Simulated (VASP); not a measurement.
# MgB2 (P1) in VASP: single point with PBE

Aim: the single point of MgB2 with PBE.

Program: VASP 6.6.1. These are calculated values, not measurements. Logs are shortened: lines on timing, memory, paths and dates and some standing lists are left out, and cuts for length are marked.

## Step 1: The cell of the first run

The typed cell holds 3 atoms: a = 3.083 Å, b = 3.083 Å, c = 3.521 Å, α = 90.00°, β = 90.00°, γ = 120.00°.

## Step 2: Single point, PBE

INCAR reads:

```
SYSTEM = MgB2
PREC = Accurate
ENCUT = 600
EDIFF = 1E-6
ISMEAR = -1
SIGMA = 0.2
LREAL = .False.
LASPH = .True.
NELM = 120
ALGO = Normal
ISIF = 2
LWAVE = .False.
LCHARG = .True.
GGA = PE
LELF = .True.
LVHAR = .True.
NBANDS = 11
GGA_COMPAT = .False.
```

KPOINTS reads:

```
regular mesh
0
Gamma
  3 3 3
  0 0 0
```

POSCAR reads:

```
MgB2
1.0
    3.0830000000      0.0000000000      0.0000000000
   -1.5415000000      2.6699563199      0.0000000000
    0.0000000000      0.0000000000      3.5210000000
Mg B
1 2
Direct
    0.0000000000      0.0000000000      0.0000000000
    0.3450000000      0.6600000000      0.5100000000
    0.6666666667      0.3333333333      0.5000000000
```

Potentials or basis: VASP PAW PBE potentials, release 64 (Mg, B).

Run with:

```bash
> cat potpaw_PBE.64/Mg/POTCAR potpaw_PBE.64/B/POTCAR > POTCAR
> mpirun -np 1 vasp_std > vasp.out
```

OUTCAR:

```text
SYSTEM = MgB2
   PREC = Accurate
   ENCUT = 600
   EDIFF = 1E-6
   ISMEAR = -1
   LREAL = .False.
   LASPH = .True.
   NELM = 120
   ISIF = 2
   GGA = PE

 ion  position               nearest neighbor table
   1  0.000  0.000  0.000-   2 2.46   2 2.47   3 2.50   3 2.50   3 2.50   3 2.50   3 2.50   3 2.50
                             2 2.51   2 2.51   2 2.52   2 2.56
   2  0.345  0.660  0.510-   3 1.73   3 1.80   3 1.81   1 2.46   1 2.47   1 2.51   1 2.51   1 2.52
                             1 2.56
   3  0.667  0.333  0.500-   2 1.73   2 1.80   2 1.81   1 2.50   1 2.50   1 2.50   1 2.50   1 2.50
                             1 2.50

  LATTYP: Found a hexagonal cell.
 ALAT       =     3.0830000000
 C/A-ratio  =     1.1420694129

  Lattice vectors:

 A1 = (   3.0830000000,   0.0000000000,   0.0000000000)
 A2 = (  -1.5415000000,   2.6699563199,   0.0000000000)
 A3 = (   0.0000000000,   0.0000000000,   3.5210000000)

Analysis of symmetry for initial positions (statically):
=====================================================================
 Subroutine PRICEL returns:
 Original cell was already a primitive cell.

 Routine SETGRP: Setting up the symmetry group for a
 hexagonal supercell.

 Subroutine GETGRP returns: Found  1 space group operations
 (whereof  1 operations were pure point group operations)
 out of a pool of 24 trial point group operations.

The static configuration has the point symmetry C_1 .

Analysis of symmetry for dynamics (positions and initial velocities):
=====================================================================
 Subroutine PRICEL returns:
 Original cell was already a primitive cell.

 Routine SETGRP: Setting up the symmetry group for a
 hexagonal supercell.

 Subroutine GETGRP returns: Found  1 space group operations
 (whereof  1 operations were pure point group operations)
 out of a pool of 24 trial point group operations.

The dynamic configuration has the point symmetry C_1 .

 Subroutine INISYM returns: Found  1 space group operations
 (whereof  1 operations are pure point group operations),
 and found     1 'primitive' translations

----------------------------------------------------------------------------------------

                                     Primitive cell

  volume of cell :      28.9830

  direct lattice vectors                    reciprocal lattice vectors
     3.083000000  0.000000000  0.000000000     0.324359390  0.187268981  0.000000000
[... 86 lines left out ...]
   TEBEG  =    0.0;   TEEND  =   0.0 temperature during run
   PSTRESS=    0.0 pullay stress
   NELECT =       8.0000    total number of electrons
   NUPDOWN=      -1.0000    fix difference up-down
   EMIN   =  10.00;   EMAX   =-10.00  energy-range for DOS
   EFERMI =   0.00;   METHOD = LEGACY
   ISMEAR =    -1;   SIGMA  =   0.20  broadening in eV -4-tet -1-fermi 0-gaus
   EFERMI_NEDOS =   21; number of points for ismear=-14 and -15
   IALGO  =     38    algorithm
   IMIX   =      4    mixing-type and parameters
     AMIX     =   0.40;   BMIX     =  1.00
     AMIX_MAG =   1.60;   BMIX_MAG =  1.00
  volume/ion in A,a.u.               =       9.66        65.20
  Fermi-wavevector in a.u.,A,eV,Ry     =   1.065917  2.014292 15.458669  1.136180
  Thomas-Fermi vector in A             =   2.201485
   LORBIT       =      0    0 simple, 1 ext, 2 COOP (PROOUT), +10 PAW based schemes
   GGA     = PE    functional components
   LHFCALC =     F    Hartree Fock is set to
   AEXX    =    0.0000 exact exchange contribution
   IVDW    =     0    specifies the selected vdW correction
   LEPSILON=     F    determine dielectric tensor
   LRPA    =     F    only Hartree local field effects (RPA)
 non-spin polarized calculation
  energy-cutoff  :      600.00
  volume of cell :       28.98
 maximum number of plane-waves:       975
 NGX is ok and might be reduce to    28
   NGX = 13   NGY = 13   NGZ = 15

 number of electron       8.0000000 magnetization

 Free energy of the ion-electron system (eV)
  ---------------------------------------------------
  ext. energy  EPLUGINS =         0.00000000
  ---------------------------------------------------
  free energy    TOTEN  =       -15.20012699 eV

  energy without entropy =      -15.15198569  energy(sigma->0) =      -15.17605634

 E-fermi :   6.1231     XC(G=0): -10.9049

 val. band max:        6.0264619895   @ k =   0.0000   0.0000   0.0000
 cond. band min:       6.3209526663   @ k =   0.0000   0.0000   0.3333
 fundamental gap:      0.2944906768
 Fermi energy:         6.1230584968

 k-point     1 :       0.0000    0.0000    0.0000
  band No.  band energies     occupation
      1      -7.1024      2.00000
      2       2.3775      2.00000
      3       5.4377      1.93708
      4       6.0265      1.23690
      5       6.9307      0.03464
      6      11.2574      0.00000
      7      11.9894      0.00000
      8      13.4346      0.00000
      9      15.3204      0.00000
     10      17.9566      0.00000
     11      21.3738      0.00000
[... 169 lines left out ...]
 k-point    14 :      -0.3333   -0.3333    0.3333
  band No.  band energies     occupation
      1      -1.4010      2.00000
      2      -1.2274      2.00000
      3      -0.0267      2.00000
      4       3.9454      1.99996
      5       4.1576      1.99989
      6       9.5749      0.00000
      7      15.8141      0.00000
      8      16.2566      0.00000
      9      16.8440      0.00000
     10      18.2906      0.00000
     11      18.5684      0.00000

------------------------ aborting loop because EDIFF is reached ----------------------------------------

  FORCE on cell =-STRESS in cart. coord.  units (eV):
  Direction    XX          YY          ZZ          XY          YZ          ZX
  --------------------------------------------------------------------------------------
  -------------------------------------------------------------------------------------
  Total       -0.3105549     -0.6114144      0.0597221     -0.3256350     -0.0085896      0.0259400
  in kB      -17.1674264    -33.7988996      3.3014306    -18.0010521     -0.4748323      1.4339595
  external PRESSURE =     -15.8882985 kB  Pullay stress =       0.0000000 kB

 VOLUME and BASIS-vectors are now :
 -----------------------------------------------------------------------------
  energy-cutoff  :      600.00
  volume of cell :       28.98
      direct lattice vectors                 reciprocal lattice vectors
     3.083000000  0.000000000  0.000000000     0.324359390  0.187268981  0.000000000
    -1.541500000  2.669956320  0.000000000     0.000000000  0.374537962  0.000000000
     0.000000000  0.000000000  3.521000000     0.000000000  0.000000000  0.284010224

 POSITION                                       TOTAL-FORCE (eV/Angst)
 -----------------------------------------------------------------------------------
      0.00000      0.00000      0.00000         0.104936     -0.038481      0.117303
      0.04625      1.76217      1.79571        -0.159144      0.087411     -0.417790
      1.54150      0.88999      1.76050         0.054208     -0.048930      0.300487
 -----------------------------------------------------------------------------------
    total drift:                               -0.000012      0.000005      0.000124

  FREE ENERGIE OF THE ION-ELECTRON SYSTEM (eV)
  ---------------------------------------------------
  free  energy   TOTEN  =       -15.2001269926 eV

  energy  without entropy=      -15.1519856878  energy(sigma->0) =      -15.17605634
```

It took 12 s on 1 thread of Intel Xeon 8259CL, shared host; peak memory 0.15 GiB.

Results:

```yaml
Free_energy: -15.2001 eV
Pressure: -1.6 GPa
Largest_force: 0.456 eV/Å
Band_gap_on_the_k_mesh: zero (band 4 reaches 6.96 eV, above the bottom of band 5 at 4.16 eV)
```

Forces in eV/Å, atoms in the order of the input:
```
Mg   0.105 -0.038  0.117
B   -0.159  0.087 -0.418
B    0.054 -0.049  0.300
```

Levels at points of the mesh, in eV from the Fermi level:
```csv
k point,band 2,band 3,band 4,band 5,band 6,band 7
"(0.00, 0.00, 0.00)",-3.75,-0.69,-0.10,0.81,5.13,5.87
```

Caveat: the k points lie up to 0.78 Å⁻¹ apart.
